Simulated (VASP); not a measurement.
Write the native input for VASP 6.6.1 that does the following.

| Quantity | Value |
| --- | --- |
| Task | relaxation of cell and atoms |
| Functional | PBE |
| Potentials or basis | VASP PAW PBE potentials, release 64 (B, N, O) |
| Cutoff | 600 eV |
| k mesh | 4 × 4 × 6 |
| Occupations | gaussian, width 0.1 eV |
| Spin | collinear spin, ferromagnetic start |
| Starting moments | [0.0, 0.0, 1.0, 1.0, 1.0, 1.0] μB |
| Dipole correction | no |
| Further INCAR settings | ALGO = Normal; EDIFF = 1e-07; IBRION = 2; EDIFFG = -0.04; NSW = 90; ISIF = 3 |

The structure of B2N3O lies in POSCAR:

```
B2N3O
1.0
    4.0678301600      0.0000000000      0.0000000000
    0.0000000000      4.0678301600      0.0000000000
    0.0000000000      0.0000000000      3.5714652500
B N O
2 3 1
Direct
    0.5000000000      0.0000000000      0.5000000000
    0.0000000000      0.5000000000      0.5000000000
    0.5000000000      0.0000000000      0.0000000000
    0.0000000000      0.5000000000      0.0000000000
    0.5000000000      0.5000000000      0.0000000000
    0.0000000000      0.0000000000      0.5000000000
```

The cell was generated, and may not be a known phase.

One way to write it, as run:

INCAR

```
PREC     = Accurate       # precision mode
ENCUT    = 600            # plane-wave cutoff, eV
EDIFF    = 1E-7           # SCF threshold, eV
ISMEAR   = 0              # smearing method
SIGMA    = 0.1            # smearing width, eV
LREAL    = F              # projectors in reciprocal space
LASPH    = T              # aspherical terms in the spheres
NELM     = 150            # most SCF steps
ALGO     = Normal         # electronic algorithm
ISIF     = 3              # what is computed and relaxed
LWAVE    = F              # write WAVECAR
LCHARG   = F              # write CHGCAR
ISPIN    = 2              # spin polarisation
MAGMOM   = 0 0 1 1 1 1    # initial moments
LORBIT   = 11             # projections on sites
GGA      = PE             # functional
IBRION   = 2              # ionic algorithm
NSW      = 90             # ionic steps
EDIFFG   = -0.04          # ionic threshold
```

KPOINTS

```
Automatic mesh
0
Gamma
  4 4 6
```

Potentials or basis: VASP PAW PBE potentials, release 64 (B, N, O).

Run with:

```sh
$ cat potpaw_PBE.64/B/POTCAR potpaw_PBE.64/N/POTCAR potpaw_PBE.64/O/POTCAR > POTCAR
$ mpirun -np 1 vasp_std > vasp.out
```

Results of the run:

```yaml
Relaxed_volume: 8.18 Å³/atom
Relaxed_cell: a = 4.241 Å, b = 4.241 Å, c = 2.730 Å, α = 90.00°, β = 90.00°, γ = 90.00°
Space_group_after_relaxing_to_0.1_Å: P4/mmm (No. 123)
Energy_gained_by_relaxing: 979.8 meV/atom
Ionic_steps: 8
Pressure_after_relaxing: 0.0 GPa
Net_moment: 0.00 μB per cell
Valence_electrons_inside_the_program's_atomic_spheres: B 1.98; N 3.86, 3.32 (each value once); O 4.79
```

Caveat: the k points lie up to 0.38 Å⁻¹ apart in the final cell; the volume moved by over 15 % at a fixed basis, so the end points are rough.

Run time: 10 min on 1 thread of Oxide Virtual Turin-like Processor (shared host), peak memory 0.19 GiB.
